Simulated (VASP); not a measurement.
# Be2As3P in VASP: single point with PBEsol

Aim: the single point of Be2As3P with PBEsol.

Everything below comes from runs of VASP 6.6.1. Logs are shortened: lines on timing, memory, paths and dates and some standing lists are left out, and cuts for length are marked.

## (1) The cell of the first run

The typed cell holds 6 atoms: a = 2.640 Å, b = 5.263 Å, c = 8.293 Å, α = 71.51°, β = 108.56°, γ = 90.00°.

## (2) Single point, PBEsol

File INCAR:

```
  ALGO = Normal
  EDIFF = 1E-6
  ENCUT = 520
  GGA = PS
  ISIF = 2
  ISMEAR = -1
  LASPH = T
  LCHARG = F
  LREAL = F
  LWAVE = F
  NBANDS = 21
  NELM = 100
  PREC = Accurate
  SIGMA = 0.05
```

File KPOINTS:

```
k-points
0
Gamma
  8 4 4
```

File POSCAR:

```
Be2As3P
1.0
    2.6006777942      0.0364700925     -0.4544444871
    0.0867307625      5.1825788021      0.9141376986
   -1.2837671750      1.2652296054      8.0950893371
Be As P
2 3 1
Direct
   -0.2508489942      0.6237740113     -0.0070183802
    0.2674885961     -0.1352574462      0.5112140052
    0.5069727113      0.0046212331      0.7506857915
    0.5113140847     -0.0072468517      0.2550754403
    0.5068171338      0.4853563177      0.7505776492
    0.4854648598      0.5056302712      0.2292861015
```

Potentials or basis: VASP PAW PBE potentials, release 64 (Be, As, P).

Command:

```console
> cat potpaw_PBE.64/Be/POTCAR potpaw_PBE.64/As/POTCAR potpaw_PBE.64/P/POTCAR > POTCAR
> mpirun -np 1 vasp_std > vasp.out
```

OUTCAR:

```text
EDIFF = 1E-6
   ENCUT = 520
   GGA = PS
   ISIF = 2
   ISMEAR = -1
   LASPH = T
   LREAL = F
   NELM = 100
   PREC = Accurate

 ion  position               nearest neighbor table
   1  0.749  0.624  0.993-   6 2.19   6 2.19   3 2.26   5 2.26
   2  0.267  0.865  0.511-   5 2.24   3 2.24   4 2.31   4 2.31
   3  0.507  0.005  0.751-   2 2.24   1 2.26   5 2.53   5 2.73
   4  0.511  0.993  0.255-   2 2.31   2 2.31   6 2.64   6 2.64
   5  0.507  0.485  0.751-   2 2.24   1 2.26   3 2.53   3 2.73
   6  0.485  0.506  0.229-   1 2.19   1 2.19   4 2.64   4 2.64

  LATTYP: Found a triclinic cell.
 ALAT       =     8.2933307838
 B/A-ratio  =     0.3183686016
 C/A-ratio  =     0.6346420898
 COS(alpha) =     0.0000616643
 COS(beta)  =     0.3171993931
 COS(gamma) =     0.3183647480

  Lattice vectors:

 A1 = (   1.2837671750,  -1.2652296054,  -8.0950893371)
 A2 = (   2.6006777942,   0.0364700925,  -0.4544444871)
 A3 = (  -0.0867307625,  -5.1825788021,  -0.9141376986)

Analysis of symmetry for initial positions (statically):
=====================================================================
 Subroutine PRICEL returns:
 Original cell was already a primitive cell.

 Routine SETGRP: Setting up the symmetry group for a
 triclinic supercell.

 Subroutine GETGRP returns: Found  1 space group operations
 (whereof  1 operations were pure point group operations)
 out of a pool of  2 trial point group operations.

The static configuration has the point symmetry C_1 .

Analysis of symmetry for dynamics (positions and initial velocities):
=====================================================================
 Subroutine PRICEL returns:
 Original cell was already a primitive cell.

 Routine SETGRP: Setting up the symmetry group for a
 triclinic supercell.

 Subroutine GETGRP returns: Found  1 space group operations
 (whereof  1 operations were pure point group operations)
 out of a pool of  2 trial point group operations.

The dynamic configuration has the point symmetry C_1 .

 Subroutine INISYM returns: Found  1 space group operations
 (whereof  1 operations are pure point group operations),
 and found     1 'primitive' translations

----------------------------------------------------------------------------------------

                                     Primitive cell

  volume of cell :     102.9577

  direct lattice vectors                    reciprocal lattice vectors
     2.600677794  0.036470093 -0.454444487     0.396248779 -0.018217521  0.065686801
     0.086730763  5.182578802  0.914137699    -0.008452070  0.198812983 -0.032414042
    -1.283767175  1.265229605  8.095089337     0.023199179 -0.023473650  0.130879581

  length of vectors
     2.640336124  5.263296780  8.293330784     0.402069308  0.201615252  0.134976587

  position of ions in fractional coordinates (direct lattice)
     0.749151006  0.623774011  0.992981620
     0.267488596  0.864742554  0.511214005
     0.506972711  0.004621233  0.750685791
     0.511314085  0.992753148  0.255075440
     0.506817134  0.485356318  0.750577649
     0.485464860  0.505630271  0.229286102

  ion indices of the primitive-cell ions
   primitive index   ion index
                 1           1
                 2           2
                 3           3
                 4           4
                 5           5
                 6           6

----------------------------------------------------------------------------------------

 KPOINTS: k-points

Automatic generation of k-mesh.
 Grid dimensions read from file:
 generate k-points for:    8    4    4

 Generating k-lattice:

  Cartesian coordinates                     Fractional coordinates (reciprocal lattice)
     0.049531097 -0.002277190  0.008210850     0.125000000  0.000000000  0.000000000
    -0.002113017  0.049703246 -0.008103510     0.000000000  0.250000000 -0.000000000
     0.005799795 -0.005868413  0.032719895     0.000000000  0.000000000  0.250000000

  Length of vectors
     0.050258663  0.050403813  0.033744147

  Shift w.r.t. Gamma in fractional coordinates (k-lattice)
     0.000000000  0.000000000  0.000000000

 -----------------------------------------------------------------------------
|                                                                             |
|           W    W    AA    RRRRR   N    N  II  N    N   GGGG   !!!           |
|           W    W   A  A   R    R  NN   N  II  NN   N  G    G  !!!           |
|           W    W  A    A  R    R  N N  N  II  N N  N  G       !!!           |
|           W WW W  AAAAAA  RRRRR   N  N N  II  N  N N  G  GGG   !            |
|           WW  WW  A    A  R   R   N   NN  II  N   NN  G    G                |
|           W    W  A    A  R    R  N    N  II  N    N   GGGG   !!!           |
|                                                                             |
|     Your reciprocal lattice and k-lattice belong to different lattice       |
|     classes:                                                                |
|                                                                             |
|        The reciprocal lattice is base-centered monoclinic,                  |
|        whereas your k-lattice is triclinic.                                 |
|                                                                             |
|     Results are often still useful ...                                      |
|                                                                             |
 -----------------------------------------------------------------------------

 Subroutine IBZKPT returns following result:
 ===========================================

 Found     68 irreducible k-points:

 Following reciprocal coordinates:
            Coordinates               Weight
  0.000000  0.000000  0.000000      1.000000
  0.125000  0.000000  0.000000      2.000000
 -0.125000 -0.000000  0.250000      2.000000
  0.250000  0.000000  0.000000      2.000000
 -0.250000 -0.000000  0.500000      2.000000
  0.375000  0.000000  0.000000      2.000000
[... 16 lines left out ...]
  0.000000  0.500000  0.000000      1.000000
 -0.000000  0.500000  0.500000      1.000000
 [... further k-points ...]
   k-points           NKPTS =     68   k-points in BZ     NKDIM =     68   number of bands    NBANDS=     21
   number of dos      NEDOS =    301   number of ions     NIONS =      6
   total plane-waves  NPLWV =  51200
   dimension x,y,z NGX =    20 NGY =   40 NGZ =   64
   dimension x,y,z NGXF=    40 NGYF=   80 NGZF=  128
   ions per type =               2   3   1
   NGX,Y,Z   is equivalent  to a cutoff of  12.59, 12.63, 12.83 a.u.
   NGXF,Y,Z  is equivalent  to a cutoff of  25.19, 25.27, 25.66 a.u.
 SYSTEM =  unknown system
   PREC   = accura    normal or accurate (medium, high low for compatibility)
   ISTART =      0    job   : 0-new  1-cont  2-samecut
   ICHARG =      2    charge: 1-file 2-atom 10-const
   ISPIN  =      1    spin polarized calculation?
   LNONCOLLINEAR =      F non collinear calculations
   LSORBIT =      F    spin-orbit coupling
   LASPH  =      T    aspherical Exc in radial PAW
   ENCUT  =  520.0 eV  38.22 Ry    6.18 a.u.   4.91  9.79 15.42*2*pi/ulx,y,z
   NELM   =    100;   NELMIN=  2; NELMDL= -5     # of ELM steps
   EDIFF  = 0.1E-05   stopping-criterion for ELM
   LREAL  =      F    real-space projection
   EDIFFG = 0.1E-04   stopping-criterion for IOM
   NSW    =      0    number of steps for IOM
   IBRION =     -1    ionic relax: 0-MD 1-quasi-New 2-CG
   NFREE  =      0    steps in history (QN), initial steepest desc. (CG)
   ISIF   =      2    stress and relaxation
   ISYM   =      2    0-nonsym 1-usesym 2-fastsym
   POTIM  = 0.5000    time-step for ionic-motion
   TEBEG  =    0.0;   TEEND  =   0.0 temperature during run
   PSTRESS=    0.0 pullay stress
   NELECT =      24.0000    total number of electrons
   NUPDOWN=      -1.0000    fix difference up-down
   EMIN   =  10.00;   EMAX   =-10.00  energy-range for DOS
   EFERMI =   0.00;   METHOD = LEGACY
   ISMEAR =    -1;   SIGMA  =   0.05  broadening in eV -4-tet -1-fermi 0-gaus
   EFERMI_NEDOS =   21; number of points for ismear=-14 and -15
   IALGO  =     38    algorithm
   IMIX   =      4    mixing-type and parameters
     AMIX     =   0.40;   BMIX     =  1.00
     AMIX_MAG =   1.60;   BMIX_MAG =  1.00
  volume/ion in A,a.u.               =      17.16       115.80
  Fermi-wavevector in a.u.,A,eV,Ry     =   1.007532  1.903960 13.811568  1.015122
  Thomas-Fermi vector in A             =   2.140343
   LORBIT       =      0    0 simple, 1 ext, 2 COOP (PROOUT), +10 PAW based schemes
   GGA     = PS    functional components
   LHFCALC =     F    Hartree Fock is set to
   AEXX    =    0.0000 exact exchange contribution
   IVDW    =     0    specifies the selected vdW correction
   LEPSILON=     F    determine dielectric tensor
   LRPA    =     F    only Hartree local field effects (RPA)
 non-spin polarized calculation
  energy-cutoff  :      520.00
  volume of cell :      102.96
 maximum number of plane-waves:      2800
   NGX =  9   NGY = 19   NGZ = 31

 number of electron      24.0000000 magnetization

 Free energy of the ion-electron system (eV)
  ---------------------------------------------------
  ext. energy  EPLUGINS =         0.00000000
  ---------------------------------------------------
  free energy    TOTEN  =       -28.36892289 eV

  energy without entropy =      -28.36123489  energy(sigma->0) =      -28.36507889

 E-fermi :   4.8882     XC(G=0):  -9.9633

 val. band max:        4.8827874218   @ k =   0.2500   0.5000   0.5000
 cond. band min:       4.9023297932   @ k =   0.2500   0.5000   0.2500
 fundamental gap:      0.0195423714
 Fermi energy:         4.8881698619

 k-point     1 :       0.0000    0.0000    0.0000
  band No.  band energies     occupation
      1      -9.3608      2.00000
      2      -8.6214      2.00000
      3      -5.5506      2.00000
      4      -5.3675      2.00000
      5      -1.9961      2.00000
      6      -1.5517      2.00000
[... 13 lines left out ...]
     20      13.1381      0.00000
     21      13.4608      0.00000
[... 529 lines left out ...]
 k-point    24 :      -0.0000    0.5000    0.5000
  band No.  band energies     occupation
      1      -8.2155      2.00000
      2      -7.9809      2.00000
      3      -7.7644      2.00000
      4      -7.1836      2.00000
      5      -0.7200      2.00000
      6      -0.0396      2.00000
[... 13 lines left out ...]
     20      11.7563      0.00000
     21      12.4378      0.00000

 [... further k-points ...]

------------------------ aborting loop because EDIFF is reached ----------------------------------------

  FORCE on cell =-STRESS in cart. coord.  units (eV):
  Direction    XX          YY          ZZ          XY          YZ          ZX
  --------------------------------------------------------------------------------------
  -------------------------------------------------------------------------------------
  Total        0.2382030      0.2635505      0.2202481      0.0027627      0.0081374     -0.0036666
  in kB        3.7068005      4.1012456      3.4273940      0.0429920      0.1266307     -0.0570578
  external PRESSURE =       3.7451467 kB  Pullay stress =       0.0000000 kB

 VOLUME and BASIS-vectors are now :
 -----------------------------------------------------------------------------
  energy-cutoff  :      520.00
  volume of cell :      102.96
      direct lattice vectors                 reciprocal lattice vectors
     2.600677794  0.036470093 -0.454444487     0.396248779 -0.018217521  0.065686801
     0.086730763  5.182578802  0.914137699    -0.008452070  0.198812983 -0.032414042
    -1.283767175  1.265229605  8.095089337     0.023199179 -0.023473650  0.130879581

 POSITION                                       TOTAL-FORCE (eV/Angst)
 -----------------------------------------------------------------------------------
      0.72764      4.51643      8.26804         0.004569     -0.004549      0.024213
      0.11437      5.13815      4.80726        -0.000748      0.000356     -0.002864
      0.35517      0.99223      5.85070         0.000127      0.010620      0.002222
      1.08841      5.48640      2.74001        -0.005892      0.006042     -0.033659
      0.39660      3.48353      6.28936        -0.000050     -0.010793     -0.000779
      1.01204      2.92827      2.09769         0.001994     -0.001677      0.010866
 -----------------------------------------------------------------------------------
    total drift:                                0.000007      0.000099     -0.000335

  FREE ENERGIE OF THE ION-ELECTRON SYSTEM (eV)
  ---------------------------------------------------
  free  energy   TOTEN  =       -28.3689228900 eV

  energy  without entropy=      -28.3612348896  energy(sigma->0) =      -28.36507889
```

Wall time 98 s (1 thread of Intel Xeon Platinum 8488C (Sapphire Rapids), shared host); peak memory 0.29 GiB.

Results:

* Free energy: -28.3689 eV
* Pressure: 0.4 GPa
* Largest force: 0.035 eV/Å
* Band gap on the k mesh: zero (bands 12 and 13 overlap by 4.98 eV)

Forces in eV/Å, atoms in the order of the input:
```
Be   0.005 -0.005  0.024
Be  -0.001  0.000 -0.003
As   0.000  0.011  0.002
As  -0.006  0.006 -0.034
As   0.000 -0.011 -0.001
P    0.002 -0.002  0.011
```

Caveat: the PAW data sets were made with another functional, which shifts forces and pressure a little.
